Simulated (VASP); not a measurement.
Write the native input for VASP 6.6.1 that does the following.

```
Task                   : single point
Functional             : r2SCAN
Potentials or basis    : VASP PAW PBE potentials, release 64 (Ru_pv)
Cutoff                 : 520 eV
k mesh                 : 6 × 6 × 4
Occupations            : gaussian, width 0.1 eV
Spin                   : no spin polarisation
Dipole correction      : no
Further INCAR settings : ALGO = Normal; EDIFF = 1e-07; NBANDS = 21
```

The system is Ru.

```
Ru
1.0
     2.75533    0.00000    0.00000
    -1.37766    2.38618    0.00000
     0.00000    0.00000    4.43175
Ru
2
Direct
  0.66667 0.33333 0.75000
  0.33333 0.66667 0.25000
```

One way to write it, as run:

POSCAR

```
Ru
1.0
    2.7553266055      0.0000000000      0.0000000000
   -1.3776633027      2.3861828361      0.0000000000
    0.0000000000      0.0000000000      4.4317463204
Ru
2
Direct
    0.6666666667      0.3333333333      0.7500000000
    0.3333333333      0.6666666667      0.2500000000
```

INCAR.step1

```
SYSTEM = Ru
  PREC = Accurate
  ENCUT = 520
  ISMEAR = 0
  SIGMA = 0.1
  LREAL = .False.
  LASPH = .True.
  NELM = 100
  NBANDS = 21
  GGA = PE
  ALGO = Normal
  EDIFF = 1E-4
  LWAVE = .True.
  LCHARG = .False.
```

INCAR.step2

```
SYSTEM = Ru
  PREC = Accurate
  ENCUT = 520
  EDIFF = 1E-7
  ISMEAR = 0
  SIGMA = 0.1
  LREAL = .False.
  LASPH = .True.
  NELM = 100
  ALGO = Normal
  ISIF = 2
  LWAVE = .False.
  LCHARG = .False.
  METAGGA = R2SCAN
  LMIXTAU = .True.
  NBANDS = 21
  ISTART = 1
```

KPOINTS

```
regular mesh
0
Gamma
  6 6 4
  0 0 0
```

Potentials or basis: VASP PAW PBE potentials, release 64 (Ru_pv).

Launch:

```console
$ cat potpaw_PBE.64/Ru_pv/POTCAR > POTCAR
$ cp INCAR.step1 INCAR
$ mpirun -np 1 vasp_std > vasp.out
$ cp INCAR.step2 INCAR
$ mpirun -np 1 vasp_std > vasp.out
```

It gave:

The pressure is -19.9 GPa. The band gap on the k mesh is zero (bands 14 and 15 overlap by 2.61 eV).

Caveat: the k points lie up to 0.44 Å⁻¹ apart, too coarse for converged energies and pressures of a metal; the PAW data sets were made with another functional, which shifts forces and pressure a little.

It took 120 s on 1 thread of Intel Xeon 8259CL, on a shared host, peak memory 0.15 GiB.
